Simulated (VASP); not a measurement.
# TaNbO (P-6m2) in VASP: single point with PBE

Aim: the single point of TaNbO with PBE.

Program: VASP 6.6.1. These are calculated values, not measurements. Logs are shortened: lines on timing, memory, paths and dates and some standing lists are left out, and cuts for length are marked.

### 1 The cell of the first run

The structure is hexagonal, space group P-6m2 (No. 187). Conventional cell: a = 3.777 Å, b = 3.777 Å, c = 4.164 Å, α = 90.00°, β = 90.00°, γ = 120.00°. Ta (site symmetry -6m2) has 3 Nb at 2.18 Å within 2.9 Å. Nb (site symmetry -6m2) has 3 Ta at 2.18 Å within 2.9 Å. Within 4.0 Å of O (site symmetry -6m2) lie 6 Ta at 3.02 Å and 6 Nb at 3.02 Å and 6 O at 3.78 Å.

### 2 Single point, PBE

INCAR

```
SYSTEM = TaNbO
PREC = Accurate
ENCUT = 520
EDIFF = 1E-6
ISMEAR = 0
SIGMA = 0.1
LREAL = .FALSE.
LASPH = .TRUE.
NELM = 60
ALGO = Normal
ISIF = 2
LWAVE = .FALSE.
LCHARG = .FALSE.
GGA = PE
NBANDS = 22
```

KPOINTS

```
Automatic mesh
0
G
  6 6 4
  0 0 0
```

POSCAR

```
TaNbO
1.0
    3.7773028300      0.0000000000      0.0000000000
   -1.8886514200      3.2712402100      0.0000000000
    0.0000000000      0.0000000000      4.1641130500
Ta Nb O
1 1 1
Direct
    0.3333333300      0.6666666700      0.5000000000
    0.0000000000      0.0000000000      0.5000000000
    0.6666666700      0.3333333300      0.0000000000
```

Potentials or basis: VASP PAW PBE potentials, release 64 (Ta_pv, Nb_sv, O).

Launch:

```
> cat potpaw_PBE.64/Ta_pv/POTCAR potpaw_PBE.64/Nb_sv/POTCAR potpaw_PBE.64/O/POTCAR > POTCAR
> mpirun -np 1 vasp_std > vasp.out
```

OUTCAR:

```text
SYSTEM = TaNbO
   PREC = Accurate
   ENCUT = 520
   EDIFF = 1E-6
   ISMEAR = 0
   LREAL = .FALSE.
   LASPH = .TRUE.
   NELM = 60
   ISIF = 2
   GGA = PE

 ion  position               nearest neighbor table
   1  0.333  0.667  0.500-   2 2.18   2 2.18   2 2.18
   2  0.000  0.000  0.500-   1 2.18   1 2.18   1 2.18
   3  0.667  0.333  0.000-

  LATTYP: Found a hexagonal cell.
 ALAT       =     3.7773028300
 C/A-ratio  =     1.1024038149

  Lattice vectors:

 A1 = (   3.7773028300,   0.0000000000,   0.0000000000)
 A2 = (  -1.8886514200,   3.2712402100,   0.0000000000)
 A3 = (   0.0000000000,   0.0000000000,   4.1641130500)

Analysis of symmetry for initial positions (statically):
=====================================================================
 Subroutine PRICEL returns:
 Original cell was already a primitive cell.

 Routine SETGRP: Setting up the symmetry group for a
 hexagonal supercell.

 Subroutine GETGRP returns: Found 12 space group operations
 (whereof 12 operations were pure point group operations)
 out of a pool of 24 trial point group operations.

The static configuration has the point symmetry D_3h.

Analysis of symmetry for dynamics (positions and initial velocities):
=====================================================================
 Subroutine PRICEL returns:
 Original cell was already a primitive cell.

 Routine SETGRP: Setting up the symmetry group for a
 hexagonal supercell.

 Subroutine GETGRP returns: Found 12 space group operations
 (whereof 12 operations were pure point group operations)
 out of a pool of 24 trial point group operations.

The dynamic configuration has the point symmetry D_3h.

 Subroutine INISYM returns: Found 12 space group operations
 (whereof 12 operations are pure point group operations),
 and found     1 'primitive' translations

----------------------------------------------------------------------------------------

                                     Primitive cell

  volume of cell :      51.4537

  direct lattice vectors                    reciprocal lattice vectors
     3.777302830  0.000000000  0.000000000     0.264739166  0.152847229  0.000000000
    -1.888651420  3.271240210  0.000000000     0.000000000  0.305694457  0.000000000
     0.000000000  0.000000000  4.164113050     0.000000000  0.000000000  0.240147179

  length of vectors
     3.777302830  3.777302834  4.164113050     0.305694457  0.305694457  0.240147179

  position of ions in fractional coordinates (direct lattice)
     0.333333330  0.666666670  0.500000000
     0.000000000  0.000000000  0.500000000
     0.666666670  0.333333330  0.000000000

  ion indices of the primitive-cell ions
   primitive index   ion index
                 1           1
                 2           2
                 3           3

----------------------------------------------------------------------------------------

 KPOINTS: Automatic mesh

Automatic generation of k-mesh.
 Grid dimensions read from file:
 generate k-points for:    6    6    4

 Generating k-lattice:

  Cartesian coordinates                     Fractional coordinates (reciprocal lattice)
     0.044123194  0.025474538  0.000000000     0.166666667  0.000000000  0.000000000
     0.000000000  0.050949076  0.000000000     0.000000000  0.166666667  0.000000000
     0.000000000  0.000000000  0.060036795     0.000000000  0.000000000  0.250000000

  Length of vectors
     0.050949076  0.050949076  0.060036795

  Shift w.r.t. Gamma in fractional coordinates (k-lattice)
     0.000000000  0.000000000  0.000000000

 Subroutine IBZKPT returns following result:
 ===========================================

 Found     21 irreducible k-points:

 Following reciprocal coordinates:
            Coordinates               Weight
  0.000000  0.000000  0.000000      1.000000
  0.166667  0.000000  0.000000      6.000000
  0.333333 -0.000000  0.000000      6.000000
  0.500000 -0.000000  0.000000      3.000000
  0.166667  0.166667  0.000000      6.000000
  0.333333  0.166667  0.000000     12.000000
[... 13 lines left out ...]
  0.333333  0.166667  0.500000     12.000000
  0.333333  0.333333  0.500000      2.000000
   k-points           NKPTS =     21   k-points in BZ     NKDIM =     21   number of bands    NBANDS=     22
   number of dos      NEDOS =    301   number of ions     NIONS =      3
   total plane-waves  NPLWV =  25088
   dimension x,y,z NGX =    28 NGY =   28 NGZ =   32
   dimension x,y,z NGXF=    56 NGYF=   56 NGZF=   64
   ions per type =               1   1   1
   NGX,Y,Z   is equivalent  to a cutoff of  12.32, 12.32, 12.78 a.u.
   NGXF,Y,Z  is equivalent  to a cutoff of  24.65, 24.65, 25.55 a.u.
 SYSTEM =  TaNbO
   PREC   = accura    normal or accurate (medium, high low for compatibility)
   ISTART =      0    job   : 0-new  1-cont  2-samecut
   ICHARG =      2    charge: 1-file 2-atom 10-const
   ISPIN  =      1    spin polarized calculation?
   LNONCOLLINEAR =      F non collinear calculations
   LSORBIT =      F    spin-orbit coupling
   LASPH  =      T    aspherical Exc in radial PAW
   ENCUT  =  520.0 eV  38.22 Ry    6.18 a.u.   7.02  7.02  7.74*2*pi/ulx,y,z
   NELM   =     60;   NELMIN=  2; NELMDL= -5     # of ELM steps
   EDIFF  = 0.1E-05   stopping-criterion for ELM
   LREAL  =      F    real-space projection
   EDIFFG = 0.1E-04   stopping-criterion for IOM
   NSW    =      0    number of steps for IOM
   IBRION =     -1    ionic relax: 0-MD 1-quasi-New 2-CG
   NFREE  =      0    steps in history (QN), initial steepest desc. (CG)
   ISIF   =      2    stress and relaxation
   ISYM   =      2    0-nonsym 1-usesym 2-fastsym
   POTIM  = 0.5000    time-step for ionic-motion
   TEBEG  =    0.0;   TEEND  =   0.0 temperature during run
   PSTRESS=    0.0 pullay stress
   NELECT =      30.0000    total number of electrons
   NUPDOWN=      -1.0000    fix difference up-down
   EMIN   =  10.00;   EMAX   =-10.00  energy-range for DOS
   EFERMI =   0.00;   METHOD = LEGACY
   ISMEAR =     0;   SIGMA  =   0.10  broadening in eV -4-tet -1-fermi 0-gaus
   EFERMI_NEDOS =   21; number of points for ismear=-14 and -15
   IALGO  =     38    algorithm
   IMIX   =      4    mixing-type and parameters
     AMIX     =   0.40;   BMIX     =  1.00
     AMIX_MAG =   1.60;   BMIX_MAG =  1.00
  volume/ion in A,a.u.               =      17.15       115.74
  Fermi-wavevector in a.u.,A,eV,Ry     =   1.367654  2.584492 25.449402  1.870478
  Thomas-Fermi vector in A             =   2.493688
   LORBIT       =      0    0 simple, 1 ext, 2 COOP (PROOUT), +10 PAW based schemes
   GGA     = PE    functional components
   LHFCALC =     F    Hartree Fock is set to
   AEXX    =    0.0000 exact exchange contribution
   IVDW    =     0    specifies the selected vdW correction
   LEPSILON=     F    determine dielectric tensor
   LRPA    =     F    only Hartree local field effects (RPA)
 non-spin polarized calculation
 Gauss-broadening in eV      SIGMA  =   0.10
  energy-cutoff  :      520.00
  volume of cell :       51.45
 maximum number of plane-waves:      1413
 NGX is ok and might be reduce to    28
   NGX = 13   NGY = 13   NGZ = 15

 number of electron      30.0000002 magnetization

 Free energy of the ion-electron system (eV)
  ---------------------------------------------------
  ext. energy  EPLUGINS =         0.00000000
  ---------------------------------------------------
  free energy    TOTEN  =       -19.16794289 eV

  energy without entropy =      -19.14577262  energy(sigma->0) =      -19.15685775

 E-fermi :   5.6314     XC(G=0): -11.0658

 val. band max:        5.6179664533   @ k =   0.3333  -0.0000   0.5000
 cond. band min:       5.6587644159   @ k =   0.1667   0.0000   0.2500
 fundamental gap:      0.0407979626
 Fermi energy:         5.6314461302

 k-point     1 :       0.0000    0.0000    0.0000
  band No.  band energies     occupation
      1     -48.3374      2.00000
      2     -29.4831      2.00000
      3     -29.4831      2.00000
      4     -28.4233      2.00000
      5     -24.3610      2.00000
      6     -23.9314      2.00000
[... 14 lines left out ...]
     21       9.9530      0.00000
     22       9.9530      0.00000

 k-point     2 :       0.1667    0.0000    0.0000
  band No.  band energies     occupation
      1     -48.3599      2.00000
      2     -29.5529      2.00000
      3     -29.3177      2.00000
      4     -28.3981      2.00000
      5     -24.3990      2.00000
      6     -24.0675      2.00000
[... 14 lines left out ...]
     21      10.0063      0.00000
     22      10.5539      0.00000

 k-point     3 :       0.3333   -0.0000    0.0000
  band No.  band energies     occupation
      1     -48.4046      2.00000
      2     -29.6848      2.00000
      3     -28.9628      2.00000
      4     -28.3465      2.00000
      5     -24.4763      2.00000
      6     -24.3584      2.00000
[... 14 lines left out ...]
     21      11.7348      0.00000
     22      11.7604      0.00000

 k-point     4 :       0.5000   -0.0000    0.0000
  band No.  band energies     occupation
      1     -48.4268      2.00000
      2     -29.7473      2.00000
      3     -28.7698      2.00000
      4     -28.3199      2.00000
      5     -24.5167      2.00000
      6     -24.5156      2.00000
[... 14 lines left out ...]
     21      12.3460      0.00000
     22      12.7332      0.00000

 k-point     5 :       0.1667    0.1667    0.0000
  band No.  band energies     occupation
      1     -48.3935      2.00000
      2     -29.6842      2.00000
      3     -29.0136      2.00000
      4     -28.3596      2.00000
      5     -24.4568      2.00000
      6     -24.3352      2.00000
[... 342 lines left out ...]
 k-point    19 :       0.1667    0.1667    0.5000
  band No.  band energies     occupation
      1     -48.3929      2.00000
      2     -29.6829      2.00000
      3     -29.0125      2.00000
      4     -28.3734      2.00000
      5     -24.4743      2.00000
      6     -24.3331      2.00000
[... 14 lines left out ...]
     21      11.5993      0.00000
     22      11.6265      0.00000

 k-point    20 :       0.3333    0.1667    0.5000
  band No.  band energies     occupation
      1     -48.4262      2.00000
      2     -29.8182      2.00000
      3     -28.6512      2.00000
      4     -28.3326      2.00000
      5     -24.6582      2.00000
      6     -24.5333      2.00000
[... 14 lines left out ...]
     21      11.9452      0.00000
     22      12.3800      0.00000

 k-point    21 :       0.3333    0.3333    0.5000
  band No.  band energies     occupation
      1     -48.4372      2.00000
      2     -29.9097      2.00000
      3     -28.4247      2.00000
      4     -28.3188      2.00000
      5     -24.8888      2.00000
      6     -24.5531      2.00000
[... 14 lines left out ...]
     21      11.3561      0.00000
     22      12.9536      0.00000

------------------------ aborting loop because EDIFF is reached ----------------------------------------

  FORCE on cell =-STRESS in cart. coord.  units (eV):
  Direction    XX          YY          ZZ          XY          YZ          ZX
  --------------------------------------------------------------------------------------
  -------------------------------------------------------------------------------------
  Total       15.3832712     15.3832712     -6.2907676     -0.0000000      0.0000000     -0.0000000
  in kB      479.0077347    479.0077351   -195.8833284     -0.0000007      0.0000000     -0.0000000
  external PRESSURE =     254.0440472 kB  Pullay stress =       0.0000000 kB

 VOLUME and BASIS-vectors are now :
 -----------------------------------------------------------------------------
  energy-cutoff  :      520.00
  volume of cell :       51.45
      direct lattice vectors                 reciprocal lattice vectors
     3.777302830  0.000000000  0.000000000     0.264739166  0.152847229  0.000000000
    -1.888651420  3.271240210  0.000000000     0.000000000  0.305694457  0.000000000
     0.000000000  0.000000000  4.164113050     0.000000000  0.000000000  0.240147179

 POSITION                                       TOTAL-FORCE (eV/Angst)
 -----------------------------------------------------------------------------------
     -0.00000      2.18083      2.08206         0.000000      0.000000      0.000000
      0.00000      0.00000      2.08206        -0.000000      0.000000      0.000000
      1.88865      1.09041      0.00000         0.000000     -0.000000      0.000000
 -----------------------------------------------------------------------------------
    total drift:                               -0.000022      0.000013      0.000000

  FREE ENERGIE OF THE ION-ELECTRON SYSTEM (eV)
  ---------------------------------------------------
  free  energy   TOTEN  =       -19.1679428861 eV

  energy  without entropy=      -19.1457726178  energy(sigma->0) =      -19.15685775
```

Run time: 46 s. Hardware: 1 thread of Intel Xeon 6975P-C, shared host; peak memory 0.18 GiB.

Results:

| Property | Result |
| --- | --- |
| Free energy | -19.1679 eV |
| Pressure | 25.4 GPa |
| Band gap on the k mesh | zero (band 15 reaches 6.54 eV, above the bottom of band 16 at 5.22 eV) |

Stress tensor (GPa, compression positive):
```
 47.90   0.00   0.00
  0.00  47.90   0.00
  0.00   0.00 -19.59
```

Levels at points of the mesh, in eV from the Fermi level:
```tsv
k point	band 12	band 13	band 14	band 15	band 16	band 17	band 18	band 19
(0.00, 0.00, 0.00)	-2.40	-2.02	-1.12	-1.12	1.46	1.46	2.94	2.94
(0.50, 0.00, 0.00)	-2.81	-2.05	-1.55	0.25	0.82	1.04	2.55	2.74
(0.00, 0.00, 0.50)	-1.46	-1.46	-1.45	0.91	0.91	2.03	2.20	2.97
(0.50, 0.00, 0.50)	-2.03	-1.66	-1.22	-0.35	0.48	1.69	3.19	3.33
```

Caveat: the k points lie up to 0.38 Å⁻¹ apart; spin-orbit coupling is left out, which moves the levels of the heavy elements.
